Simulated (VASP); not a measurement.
# Cd3O (P6_3/mcm) in VASP: a series of runs

Cd3O is run at these levels: PBE; tasks: single point, relaxation of shape and atoms at fixed volume.

All numbers are computed with VASP 6.6.1; they aren't measurements. Logs are shortened: lines on timing, memory, paths and dates and some standing lists are left out, and cuts for length are marked.

## (1) The cell of the first run

It takes space group P6_3/mcm (No. 193, hexagonal). The conventional cell has a = 5.277 Å, b = 5.277 Å, c = 6.320 Å, α = 90.00°, β = 90.00°, γ = 120.00°. Cd (site symmetry m2m) has 2 O at 2.42 Å and 6 Cd at 2.99 to 3.17 Å within 3.2 Å. Within 3.2 Å of O (site symmetry -3m) lie 6 Cd at 2.42 Å and 2 O at 3.16 Å.

The cell was generated, and may not be a known phase.

## (2) Single point, PBE

Contents of INCAR:

```
ALGO = Normal
EDIFF = 1E-7
ENCUT = 520
GGA = PE
ISIF = 2
ISMEAR = 0
LASPH = True
LCHARG = False
LREAL = False
LWAVE = False
NBANDS = 52
NELM = 60
PREC = Accurate
SIGMA = 0.2
```

Contents of KPOINTS:

```
k-points
0
Gamma
  4 4 3
```

Contents of POSCAR:

```
Cd3O
1.0
    5.2771031534      0.0000000000      0.0000000000
   -2.6385515767      4.5701053892      0.0000000000
    0.0000000000      0.0000000000      6.3200602016
Cd O
6 2
Direct
    0.3472337840      0.0000000000      0.2500000000
    0.0000000000      0.3472337840      0.2500000000
    0.6527662160      0.6527662160      0.2500000000
    0.6527662160      0.0000000000      0.7500000000
    0.0000000000      0.6527662160      0.7500000000
    0.3472337840      0.3472337840      0.7500000000
    0.0000000000      0.0000000000      0.0000000000
    0.0000000000      0.0000000000      0.5000000000
```

Potentials or basis: VASP PAW PBE potentials, release 64 (Cd, O).

Launch:

```sh
$ cat potpaw_PBE.64/Cd/POTCAR potpaw_PBE.64/O/POTCAR > POTCAR
$ mpirun -np 1 vasp_std > vasp.out
```

OUTCAR:

```text
EDIFF = 1E-7
   ENCUT = 520
   GGA = PE
   ISIF = 2
   ISMEAR = 0
   LASPH = True
   LREAL = False
   NELM = 60
   PREC = Accurate

 ion  position               nearest neighbor table
   1  0.347  0.000  0.250-   7 2.42   8 2.42   3 2.99   2 2.99   3 2.99   2 2.99   2 3.17   3 3.17
                             4 3.55   4 3.55   5 3.65   6 3.65   6 3.65   5 3.65
   2  0.000  0.347  0.250-   7 2.42   8 2.42   1 2.99   1 2.99   3 2.99   3 2.99   3 3.17   1 3.17
                             5 3.55   5 3.55   4 3.65   4 3.65   6 3.65   6 3.65
   3  0.653  0.653  0.250-   7 2.42   8 2.42   1 2.99   1 2.99   2 2.99   2 2.99   2 3.17   1 3.17
                             6 3.55   6 3.55   4 3.65   4 3.65   5 3.65   5 3.65
   4  0.653  0.000  0.750-   7 2.42   8 2.42   5 2.99   6 2.99   6 2.99   5 2.99   5 3.17   6 3.17
                             1 3.55   1 3.55   2 3.65   3 3.65   3 3.65   2 3.65
   5  0.000  0.653  0.750-   7 2.42   8 2.42   4 2.99   4 2.99   6 2.99   6 2.99   6 3.17   4 3.17
                             2 3.55   2 3.55   1 3.65   1 3.65   3 3.65   3 3.65
   6  0.347  0.347  0.750-   7 2.42   8 2.42   4 2.99   4 2.99   5 2.99   5 2.99   5 3.17   4 3.17
                             3 3.55   3 3.55   1 3.65   1 3.65   2 3.65   2 3.65
   7  0.000  0.000  0.000-   2 2.42   3 2.42   5 2.42   6 2.42   1 2.42   4 2.42
   8  0.000  0.000  0.500-   2 2.42   3 2.42   5 2.42   6 2.42   1 2.42   4 2.42

  LATTYP: Found a hexagonal cell.
 ALAT       =     5.2771031534
 C/A-ratio  =     1.1976381772

  Lattice vectors:

 A1 = (   5.2771031534,   0.0000000000,   0.0000000000)
 A2 = (  -2.6385515767,   4.5701053892,   0.0000000000)
 A3 = (   0.0000000000,   0.0000000000,   6.3200602016)

Analysis of symmetry for initial positions (statically):
=====================================================================
 Subroutine PRICEL returns:
 Original cell was already a primitive cell.

 Routine SETGRP: Setting up the symmetry group for a
 hexagonal supercell.

 Subroutine GETGRP returns: Found 24 space group operations
 (whereof 12 operations were pure point group operations)
 out of a pool of 24 trial point group operations.

The static configuration has the point symmetry D_3d.
 The point group associated with its full space group is D_6h.

Analysis of symmetry for dynamics (positions and initial velocities):
=====================================================================
 Subroutine PRICEL returns:
 Original cell was already a primitive cell.

 Routine SETGRP: Setting up the symmetry group for a
 hexagonal supercell.

 Subroutine GETGRP returns: Found 24 space group operations
 (whereof 12 operations were pure point group operations)
[... 107 lines left out ...]
   TEBEG  =    0.0;   TEEND  =   0.0 temperature during run
   PSTRESS=    0.0 pullay stress
   NELECT =      84.0000    total number of electrons
   NUPDOWN=      -1.0000    fix difference up-down
   EMIN   =  10.00;   EMAX   =-10.00  energy-range for DOS
   EFERMI =   0.00;   METHOD = LEGACY
   ISMEAR =     0;   SIGMA  =   0.20  broadening in eV -4-tet -1-fermi 0-gaus
   EFERMI_NEDOS =   21; number of points for ismear=-14 and -15
   IALGO  =     38    algorithm
   IMIX   =      4    mixing-type and parameters
     AMIX     =   0.40;   BMIX     =  1.00
     AMIX_MAG =   1.60;   BMIX_MAG =  1.00
  volume/ion in A,a.u.               =      19.05       128.57
  Fermi-wavevector in a.u.,A,eV,Ry     =   1.342209  2.536408 24.511248  1.801526
  Thomas-Fermi vector in A             =   2.470381
   LORBIT       =      0    0 simple, 1 ext, 2 COOP (PROOUT), +10 PAW based schemes
   GGA     = PE    functional components
   LHFCALC =     F    Hartree Fock is set to
   AEXX    =    0.0000 exact exchange contribution
   IVDW    =     0    specifies the selected vdW correction
   LEPSILON=     F    determine dielectric tensor
   LRPA    =     F    only Hartree local field effects (RPA)
 non-spin polarized calculation
 Gauss-broadening in eV      SIGMA  =   0.20
  energy-cutoff  :      520.00
  volume of cell :      152.42
 maximum number of plane-waves:      4130
 NGX is ok and might be reduce to    40
   NGX = 19   NGY = 19   NGZ = 23

 number of electron      83.9999990 magnetization

 Free energy of the ion-electron system (eV)
  ---------------------------------------------------
  ext. energy  EPLUGINS =         0.00000000
  ---------------------------------------------------
  free energy    TOTEN  =       -17.59063568 eV

  energy without entropy =      -17.55043337  energy(sigma->0) =      -17.57053452

 E-fermi :   2.4030     XC(G=0): -10.7275

 val. band max:        2.1161901165   @ k =   0.2500  -0.0000   0.3333
 cond. band min:       2.4721395552   @ k =   0.2500   0.2500   0.3333
 fundamental gap:      0.3559494388
 Fermi energy:         2.4030409821

 k-point     1 :       0.0000    0.0000    0.0000
  band No.  band energies     occupation
      1     -15.5933      2.00000
      2     -15.2856      2.00000
      3      -6.9403      2.00000
      4      -6.7275      2.00000
      5      -6.5150      2.00000
      6      -6.4871      2.00000
[... 429 lines left out ...]
     51       8.5876      0.00000
     52       8.7547      0.00000

------------------------ aborting loop because EDIFF is reached ----------------------------------------

  FORCE on cell =-STRESS in cart. coord.  units (eV):
  Direction    XX          YY          ZZ          XY          YZ          ZX
  --------------------------------------------------------------------------------------
  -------------------------------------------------------------------------------------
  Total        0.6258819      0.6258819      0.5352052      0.0000000      0.0000000      0.0000000
  in kB        6.5790012      6.5790012      5.6258468      0.0000000      0.0000000      0.0000000
  external PRESSURE =       6.2612830 kB  Pullay stress =       0.0000000 kB

 VOLUME and BASIS-vectors are now :
 -----------------------------------------------------------------------------
  energy-cutoff  :      520.00
  volume of cell :      152.42
      direct lattice vectors                 reciprocal lattice vectors
     5.277103153  0.000000000  0.000000000     0.189497907  0.109406667  0.000000000
    -2.638551577  4.570105389  0.000000000     0.000000000  0.218813335  0.000000000
     0.000000000  0.000000000  6.320060202     0.000000000  0.000000000  0.158226341

 POSITION                                       TOTAL-FORCE (eV/Angst)
 -----------------------------------------------------------------------------------
      1.83239      0.00000      1.58002         0.048202      0.000000     -0.000000
     -0.91619      1.58689      1.58002        -0.024101      0.041744      0.000000
      1.72236      2.98321      1.58002        -0.024101     -0.041744      0.000000
      3.44471      0.00000      4.74005        -0.048202     -0.000000      0.000000
     -1.72236      2.98321      4.74005         0.024101     -0.041744      0.000000
      0.91619      1.58689      4.74005         0.024101      0.041744     -0.000000
      0.00000      0.00000      0.00000        -0.000000      0.000000     -0.000000
      0.00000      0.00000      3.16003        -0.000000      0.000000     -0.000000
 -----------------------------------------------------------------------------------
    total drift:                                0.000000     -0.000000      0.000000

  FREE ENERGIE OF THE ION-ELECTRON SYSTEM (eV)
  ---------------------------------------------------
  free  energy   TOTEN  =       -17.5906356762 eV

  energy  without entropy=      -17.5504333678  energy(sigma->0) =      -17.57053452
```

It took 45 s on 1 thread of Intel Xeon Platinum 8488C (Sapphire Rapids), shared host; peak memory 0.27 GiB.

Results:

| Property | Result |
| --- | --- |
| Free energy | -17.5906 eV |
| Pressure | 0.6 GPa |
| Largest force | 0.048 eV/Å |
| Band gap on the k mesh | zero (bands 42 and 43 overlap by 1.62 eV) |

Forces on the atoms (eV/Å):
```
Cd   0.048  0.000  0.000
Cd  -0.024  0.042  0.000
Cd  -0.024 -0.042  0.000
Cd  -0.048  0.000  0.000
Cd   0.024 -0.042  0.000
Cd   0.024  0.042  0.000
O    0.000  0.000  0.000
O    0.000  0.000  0.000
```

Levels at points of the mesh, in eV from the Fermi level:
```csv
k point,band 38,band 39,band 40,band 41,band 42,band 43,band 44,band 45,band 46,band 47
"(0.00, 0.00, 0.00)",-2.67,-2.24,-1.23,-0.91,0.60,0.60,0.74,3.43,3.73,3.73
"(0.50, 0.00, 0.00)",-2.91,-2.33,-2.18,-1.66,-0.37,0.56,1.32,1.70,2.02,2.17
```

## (3) Single point, PBE

Contents of INCAR:

```
SYSTEM = Cd3O
  PREC = Accurate
  ENCUT = 520
  EDIFF = 1E-7
  ISMEAR = 0
  SIGMA = 0.2
  LREAL = .False.
  LASPH = .True.
  NELM = 60
  ALGO = Normal
  ISIF = 2
  LWAVE = .False.
  LCHARG = .False.
  GGA = PE
  NBANDS = 52
```

Contents of KPOINTS:

```
Automatic mesh
0
Gamma
  6 6 4
  0 0 0
```

Contents of POSCAR:

```
Cd3O
1.0
    5.2922656365      0.0000000000      0.0000000000
   -2.6461328182      4.5832364848      0.0000000000
    0.0000000000      0.0000000000      6.2803993412
Cd O
6 2
Direct
    0.3473241770      0.0000000000      0.2500000000
    0.0000000000      0.3473241770      0.2500000000
    0.6526758230      0.6526758230      0.2500000000
    0.6526758230      0.0000000000      0.7500000000
    0.0000000000      0.6526758230      0.7500000000
    0.3473241770      0.3473241770      0.7500000000
    0.0000000000      0.0000000000      0.0000000000
    0.0000000000      0.0000000000      0.5000000000
```

Potentials or basis: VASP PAW PBE potentials, release 64 (Cd, O).

Launch:

```sh
$ cat potpaw_PBE.64/Cd/POTCAR potpaw_PBE.64/O/POTCAR > POTCAR
$ mpirun -np 1 vasp_std > vasp.out
```

It took 97 s on 1 thread of Intel Xeon Platinum 8488C (Sapphire Rapids), shared host; peak memory 0.32 GiB.

The run converged. Its results:

| Quantity | Value |
| --- | --- |
| Free energy | -17.5794 eV |
| Pressure | 0.5 GPa |
| Largest force | 0.047 eV/Å |
| Band gap on the k mesh | zero (bands 42 and 43 overlap by 3.20 eV) |

Forces in eV/Å, atoms in the order of the input:
```
Cd   0.047  0.000  0.000
Cd  -0.024  0.041  0.000
Cd  -0.024 -0.041  0.000
Cd  -0.047  0.000  0.000
Cd   0.024 -0.041  0.000
Cd   0.024  0.041  0.000
O    0.000  0.000  0.000
O    0.000  0.000  0.000
```

Stress tensor (GPa, compression positive):
```
0.59 0.00 0.00
0.00 0.59 0.00
0.00 0.00 0.35
```

Levels at points of the mesh, in eV from the Fermi level:
| k point | band 39 | band 40 | band 41 | band 42 | band 43 | band 44 | band 45 | band 46 |
| --- | --- | --- | --- | --- | --- | --- | --- | --- |
| (0.00, 0.00, 0.00) | -2.23 | -1.22 | -0.94 | 0.52 | 0.52 | 0.67 | 3.43 | 3.73 |
| (0.50, 0.00, 0.00) | -2.29 | -2.17 | -1.71 | -0.35 | 0.54 | 1.25 | 1.67 | 1.99 |
| (0.00, 0.00, 0.50) | -2.88 | -2.88 | 1.48 | 1.48 | 1.48 | 1.48 | 1.72 | 1.72 |
| (0.50, 0.00, 0.50) | -2.25 | -2.25 | -1.47 | -1.47 | 1.47 | 1.47 | 2.52 | 2.52 |

## (4) Single point, PBE

Contents of INCAR:

```
SYSTEM = Cd3O
PREC     = Accurate       ! precision mode
ENCUT    = 520            ! plane-wave cutoff, eV
EDIFF    = 1E-6           ! SCF threshold, eV
ISMEAR   = 0              ! smearing method
SIGMA    = 0.1            ! smearing width, eV
LREAL    = .FALSE.        ! projectors in reciprocal space
LASPH    = .TRUE.         ! aspherical terms in the spheres
NELM     = 80             ! most SCF steps
ALGO     = Normal         ! electronic algorithm
ISIF     = 2              ! what is computed and relaxed
LWAVE    = .FALSE.        ! write WAVECAR
LCHARG   = .FALSE.        ! write CHGCAR
GGA      = PE             ! functional
NBANDS   = 52             ! bands
```

Contents of KPOINTS:

```
Automatic mesh
0
G
  6 6 6
  0 0 0
```

POSCAR is that of step 3.

Launch:

```sh
$ cat potpaw_PBE.64/Cd/POTCAR potpaw_PBE.64/O/POTCAR > POTCAR
$ mpirun -np 1 vasp_std > vasp.out
```

Run time: 2.4 min. Hardware: 1 thread of Intel Xeon Platinum 8488C (Sapphire Rapids), shared host; peak memory 0.33 GiB.

The run converged. Its results:

| Item | Value |
| --- | --- |
| Free energy | -17.5662 eV |
| Pressure | 0.5 GPa |
| Largest force | 0.046 eV/Å |
| Band gap on the k mesh | zero (bands 42 and 43 overlap by 3.20 eV) |

Forces on the atoms (eV/Å):
```
Cd   0.046  0.000  0.000
Cd  -0.023  0.039  0.000
Cd  -0.023 -0.039  0.000
Cd  -0.046  0.000  0.000
Cd   0.023 -0.039  0.000
Cd   0.023  0.039  0.000
O    0.000  0.000  0.000
O    0.000  0.000  0.000
```

Levels at points of the mesh, in eV from the Fermi level:
```tsv
k point	band 38	band 39	band 40	band 41	band 42	band 43	band 44	band 45	band 46	band 47
(0.00, 0.00, 0.00)	-2.78	-2.32	-1.30	-1.02	0.44	0.44	0.59	3.35	3.65	3.65
(0.50, 0.00, 0.00)	-3.01	-2.37	-2.25	-1.79	-0.43	0.46	1.17	1.58	1.90	2.08
(0.00, 0.00, 0.50)	-3.58	-2.96	-2.96	1.40	1.40	1.40	1.40	1.64	1.64	3.64
(0.50, 0.00, 0.50)	-3.80	-2.34	-2.34	-1.55	-1.55	1.39	1.39	2.43	2.43	4.45
```

## (5) Relaxation of shape and atoms at fixed volume, PBE (20.18 Å³/atom)

This run uses another cell than the first one, of 20.18 Å³/atom.

Contents of INCAR:

```
SYSTEM = Cd3O
PREC = Accurate
ENCUT = 600
EDIFF = 1E-6
ISMEAR = 0
SIGMA = 0.1
LREAL = .FALSE.
LASPH = .TRUE.
NELM = 60
ALGO = Fast
ISIF = 4
LWAVE = .FALSE.
LCHARG = .FALSE.
GGA = PE
IBRION = 2
NSW = 50
EDIFFG = -0.01
```

KPOINTS is that of step 4.

Contents of POSCAR:

```
Cd3O
1.0
    5.3851363347      0.0000000000      0.0000000000
   -2.6925681674      4.6636648687      0.0000000000
    0.0000000000      0.0000000000      6.4295856889
Cd O
6 2
Direct
    0.3453675815      0.0000000000      0.2500000000
    0.0000000000      0.3453675815      0.2500000000
    0.6546324185      0.6546324185      0.2500000000
    0.6546324185      0.0000000000      0.7500000000
    0.0000000000      0.6546324185      0.7500000000
    0.3453675815      0.3453675815      0.7500000000
    0.0000000000      0.0000000000      0.0000000000
    0.0000000000      0.0000000000      0.5000000000
```

Launch:

```sh
$ cat potpaw_PBE.64/Cd/POTCAR potpaw_PBE.64/O/POTCAR > POTCAR
$ mpirun -np 1 vasp_std > vasp.out
```

Wall time 19 min (1 thread of Oxide Virtual Turin-like, shared host); peak memory 0.45 GiB.

It converged, with:

* Free energy: -17.5026 eV
* Energy gained by relaxing: 0.2 meV/atom
* Ionic steps: 3
* Pressure after relaxing: -2.8 GPa
* Band gap on the k mesh: zero (bands 42 and 43 overlap by 3.18 eV)

Forces in eV/Å, atoms in the order of the input:
```
Cd   0.003  0.000  0.000
Cd  -0.001  0.002  0.000
Cd  -0.001 -0.002  0.000
Cd  -0.003  0.000  0.000
Cd   0.001 -0.002  0.000
Cd   0.001  0.002  0.000
O    0.000  0.000  0.000
O    0.000  0.000  0.000
```

Step by step:
| step | energy change (eV) | largest force (eV/Å) | pressure (GPa) | volume (Å³) |
| --- | --- | --- | --- | --- |
| 1 | 0.0000 | 0.0578 | -2.93 | 161.48 |
| 2 | -0.0012 | 0.0337 | -2.86 | 161.48 |
| 3 | -0.0018 | 0.0028 | -2.76 | 161.48 |

Final structure:
```xyz
8
Lattice="5.3757 0.0000 0.0000 -2.6878 4.6555 0.0000 0.0000 0.0000 6.4522" Properties=species:S:1:pos:R:3 pbc="T T T"
Cd    1.8496    0.0000    1.6131
Cd   -0.9248    1.6018    1.6131
Cd    1.7630    3.0537    1.6131
Cd    0.8382    4.6555    4.8392
Cd    3.6126    3.0537    4.8392
Cd    0.9248    1.6018    4.8392
O     0.0000    0.0000    0.0000
O     0.0000    0.0000    3.2261
```

Levels at points of the mesh, in eV from the Fermi level:
```csv
k point,band 40,band 41,band 42,band 43,band 44,band 45
"(0.00, 0.00, 0.00)",-1.31,-0.80,0.48,0.48,0.80,3.32
"(0.50, 0.00, 0.00)",-2.18,-1.63,-0.41,0.45,1.14,1.69
"(0.00, 0.00, 0.50)",-2.81,1.40,1.40,1.40,1.40,1.76
"(0.50, 0.00, 0.50)",-2.17,-1.46,-1.46,1.37,1.37,2.27
```

## (6) Overview

```csv
task,cell,k mesh,cutoff (eV),smearing,gap on the mesh (eV),pressure (GPa),largest force (eV/Å)
single point,"a = 5.277, b = 5.277, c = 6.320 Å, angles 90.0, 90.0, 120.0°, 8 atoms, atomic positions A",4 × 4 × 3,520,gaussian 0.2 eV,none,0.6,0.05
single point,"a = 5.292, b = 5.292, c = 6.280 Å, angles 90.0, 90.0, 120.0°, 8 atoms, atomic positions A",6 × 6 × 4,520,gaussian 0.2 eV,none,0.5,0.05
single point,"a = 5.292, b = 5.292, c = 6.280 Å, angles 90.0, 90.0, 120.0°, 8 atoms, atomic positions A",6 × 6 × 6,520,gaussian 0.1 eV,none,0.5,0.05
relaxation of shape and atoms at fixed volume,"relaxed from a = 5.385, b = 5.385, c = 6.430 Å, angles 90.0, 90.0, 120.0°, 8 atoms, atomic positions B",6 × 6 × 6,600,gaussian 0.1 eV,none,-2.8,-
```

Alike in all rows: level PBE; potentials or basis VASP PAW PBE potentials, release 64 (Cd, O); no spin polarisation.

Total energies depend on the potentials used, so only differences within one code and one set of settings carry meaning.

The gap in the log of VASP goes by the Fermi energy; the results here count the filled bands.